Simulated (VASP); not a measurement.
# Zr3Ag (P4/mmm) in VASP: notebook, part 2 of 2

VASP 6.6.1.

### 3 Single point, LDA (20.36 Å³/atom)

This run uses another cell than the first one, of 20.36 Å³/atom.

Input file INCAR:

```
SYSTEM = Zr3Ag
PREC = Accurate
ENCUT = 520
EDIFF = 1E-6
ISMEAR = -1
SIGMA = 0.05
LREAL = .FALSE.
LASPH = .TRUE.
NELM = 60
ALGO = Normal
ISIF = 2
LWAVE = .FALSE.
LCHARG = .FALSE.
NBANDS = 32
```

Input file KPOINTS:

```
regular mesh
0
G
  7 7 8
  0 0 0
```

Input file POSCAR:

```
Zr3Ag
1.0
    4.5353547813      0.0000000000      0.0000000000
    0.0000000000      4.5353547813      0.0000000000
    0.0000000000      0.0000000000      3.9592475161
Zr Ag
3 1
Direct
    0.5000000000      0.5000000000      0.0000000000
    0.0000000000      0.5000000000      0.5000000000
    0.5000000000      0.0000000000      0.5000000000
    0.0000000000      0.0000000000      0.0000000000
```

Potentials or basis: VASP PAW LDA potentials, release 64 (Zr_sv, Ag).

The run is started by

```
$ cat potpaw_LDA.64/Zr_sv/POTCAR potpaw_LDA.64/Ag/POTCAR > POTCAR
$ mpirun -np 1 vasp_std > vasp.out
```

OUTCAR:

```text
SYSTEM = Zr3Ag
   PREC = Accurate
   ENCUT = 520
   EDIFF = 1E-6
   ISMEAR = -1
   LREAL = .FALSE.
   LASPH = .TRUE.
   NELM = 60
   ISIF = 2

 ion  position               nearest neighbor table
   1  0.500  0.500  0.000-   2 3.01   3 3.01   2 3.01   3 3.01   3 3.01   3 3.01   2 3.01   2 3.01
                             4 3.21   4 3.21   4 3.21   4 3.21
   2  0.000  0.500  0.500-   1 3.01   4 3.01   1 3.01   4 3.01   4 3.01   4 3.01   1 3.01   1 3.01
                             3 3.21   3 3.21   3 3.21   3 3.21
   3  0.500  0.000  0.500-   1 3.01   4 3.01   1 3.01   4 3.01   1 3.01   1 3.01   4 3.01   4 3.01
                             2 3.21   2 3.21   2 3.21   2 3.21
   4  0.000  0.000  0.000-   2 3.01   3 3.01   2 3.01   3 3.01   2 3.01   2 3.01   3 3.01   3 3.01
                             1 3.21   1 3.21   1 3.21   1 3.21

  LATTYP: Found a simple tetragonal cell.
 ALAT       =     4.5353547813
 C/A-ratio  =     0.8729741568

  Lattice vectors:

 A1 = (   4.5353547813,   0.0000000000,   0.0000000000)
 A2 = (   0.0000000000,   4.5353547813,   0.0000000000)
 A3 = (   0.0000000000,   0.0000000000,   3.9592475161)

Analysis of symmetry for initial positions (statically):
=====================================================================
 Subroutine PRICEL returns:
 Original cell was already a primitive cell.

 Routine SETGRP: Setting up the symmetry group for a
 simple tetragonal supercell.

 Subroutine GETGRP returns: Found 16 space group operations
 (whereof 16 operations were pure point group operations)
 out of a pool of 16 trial point group operations.

The static configuration has the point symmetry D_4h.

Analysis of symmetry for dynamics (positions and initial velocities):
=====================================================================
 Subroutine PRICEL returns:
 Original cell was already a primitive cell.

 Routine SETGRP: Setting up the symmetry group for a
 simple tetragonal supercell.

[... 126 lines left out ...]
   IMIX   =      4    mixing-type and parameters
     AMIX     =   0.40;   BMIX     =  1.00
     AMIX_MAG =   1.60;   BMIX_MAG =  1.00
  volume/ion in A,a.u.               =      20.36       137.40
  Fermi-wavevector in a.u.,A,eV,Ry     =   1.363000  2.575696 25.276466  1.857768
  Thomas-Fermi vector in A             =   2.489441
   LORBIT       =      0    0 simple, 1 ext, 2 COOP (PROOUT), +10 PAW based schemes
   GGA     = CA    functional components
   LHFCALC =     F    Hartree Fock is set to
   AEXX    =    0.0000 exact exchange contribution
   IVDW    =     0    specifies the selected vdW correction
   LEPSILON=     F    determine dielectric tensor
   LRPA    =     F    only Hartree local field effects (RPA)
 non-spin polarized calculation
  energy-cutoff  :      520.00
  volume of cell :       81.44
 maximum number of plane-waves:      2215
 NGX is ok and might be reduce to    36
   NGX = 17   NGY = 17   NGZ = 15

 number of electron      46.9999997 magnetization

 Free energy of the ion-electron system (eV)
  ---------------------------------------------------
  ext. energy  EPLUGINS =         0.00000000
  ---------------------------------------------------
  free energy    TOTEN  =       -31.68500642 eV

  energy without entropy =      -31.64070482  energy(sigma->0) =      -31.66285562

 E-fermi :   9.2573     XC(G=0): -11.8602

 val. band max:        9.2514636262   @ k =   0.2857   0.1429   0.2500
 cond. band min:       9.2697086674   @ k =   0.2857   0.2857   0.1250
 fundamental gap:      0.0182450412
 Fermi energy:         9.2572709290

 k-point     1 :       0.0000    0.0000    0.0000
  band No.  band energies     occupation
      1     -38.9924      2.00000
      2     -38.8396      2.00000
      3     -38.5875      2.00000
      4     -17.5956      2.00000
      5     -17.5956      2.00000
      6     -17.4703      2.00000
[... 829 lines left out ...]
     31      13.1646      0.00000
     32      13.6305      0.00000

 [... further k-points ...]

------------------------ aborting loop because EDIFF is reached ----------------------------------------

  FORCE on cell =-STRESS in cart. coord.  units (eV):
  Direction    XX          YY          ZZ          XY          YZ          ZX
  --------------------------------------------------------------------------------------
  -------------------------------------------------------------------------------------
  Total       -1.8682451     -1.8682451     -0.5986362      0.0000000     -0.0000000     -0.0000000
  in kB      -36.7543919    -36.7543919    -11.7771005      0.0000000     -0.0000000     -0.0000000
  external PRESSURE =     -28.4286281 kB  Pullay stress =       0.0000000 kB

 VOLUME and BASIS-vectors are now :
 -----------------------------------------------------------------------------
  energy-cutoff  :      520.00
  volume of cell :       81.44
      direct lattice vectors                 reciprocal lattice vectors
     4.535354781  0.000000000  0.000000000     0.220489917  0.000000000  0.000000000
     0.000000000  4.535354781  0.000000000     0.000000000  0.220489917  0.000000000
     0.000000000  0.000000000  3.959247516     0.000000000  0.000000000  0.252573247

 POSITION                                       TOTAL-FORCE (eV/Angst)
 -----------------------------------------------------------------------------------
      2.26768      2.26768      0.00000         0.000000      0.000000      0.000000
      0.00000      2.26768      1.97962         0.000000      0.000000      0.000000
      2.26768      0.00000      1.97962         0.000000      0.000000      0.000000
      0.00000      0.00000      0.00000         0.000000      0.000000      0.000000
 -----------------------------------------------------------------------------------
    total drift:                                0.000000      0.000000      0.000000

  FREE ENERGIE OF THE ION-ELECTRON SYSTEM (eV)
  ---------------------------------------------------
  free  energy   TOTEN  =       -31.6850064209 eV

  energy  without entropy=      -31.6407048222  energy(sigma->0) =      -31.66285562
```

OSZICAR:

```text
N       E                     dE             d eps       ncg     rms          rms(c)
DAV:   1     0.447794403352E+03    0.44779E+03   -0.24236E+04  3224   0.144E+03
DAV:   2    -0.594678128198E+00   -0.44839E+03   -0.43323E+03  3624   0.426E+02
DAV:   3    -0.321399488377E+02   -0.31545E+02   -0.30559E+02  5592   0.859E+01
DAV:   4    -0.337037783474E+02   -0.15638E+01   -0.15597E+01  4152   0.188E+01
DAV:   5    -0.337612574662E+02   -0.57479E-01   -0.57468E-01  4744   0.311E+00    0.216E+01
DAV:   6    -0.321907208184E+02    0.15705E+01   -0.93984E+00  3744   0.223E+01    0.105E+01
DAV:   7    -0.317454647107E+02    0.44526E+00   -0.22797E+00  4136   0.995E+00    0.419E+00
DAV:   8    -0.316908915991E+02    0.54573E-01   -0.33387E-01  4192   0.380E+00    0.100E+00
DAV:   9    -0.316849990008E+02    0.58926E-02   -0.32682E-02  4168   0.150E+00    0.687E-01
DAV:  10    -0.316856769618E+02   -0.67796E-03   -0.14170E-02  3928   0.917E-01    0.212E-01
DAV:  11    -0.316849916631E+02    0.68530E-03   -0.37582E-03  3960   0.412E-01    0.478E-02
DAV:  12    -0.316850065105E+02   -0.14847E-04   -0.18969E-04  4520   0.828E-02    0.171E-02
DAV:  13    -0.316850067292E+02   -0.21872E-06   -0.15431E-05  4216   0.282E-02    0.621E-03
DAV:  14    -0.316850064209E+02    0.30835E-06   -0.63750E-07  2520   0.719E-03
   1 F= -.31685006E+02 E0= -.31662856E+02  d E =-.443016E-01
```

stdout:

```text
POSCAR found type information on POSCAR ZrAg
 POSCAR found :  2 types and       4 ions
 scaLAPACK will be used
 LDA part: xc-table for (Slater(with rela. corr.)+CA(PZ))
 , standard interpolation
 POSCAR, INCAR and KPOINTS ok, starting setup
 FFT: planning ... GRIDC
 FFT: planning ... GRID_SOFT
 FFT: planning ... GRID
 WAVECAR not read
 entering main loop
```

Run time: 43 s. Hardware: 1 thread of Intel Xeon 6975P-C (Granite Rapids), shared host; peak memory 0.23 GiB.

What came out:

```
Free energy            : -31.6850 eV
Pressure               : -2.8 GPa
Band gap on the k mesh : zero (an odd number of electrons rules out a gap without spin polarisation)
```
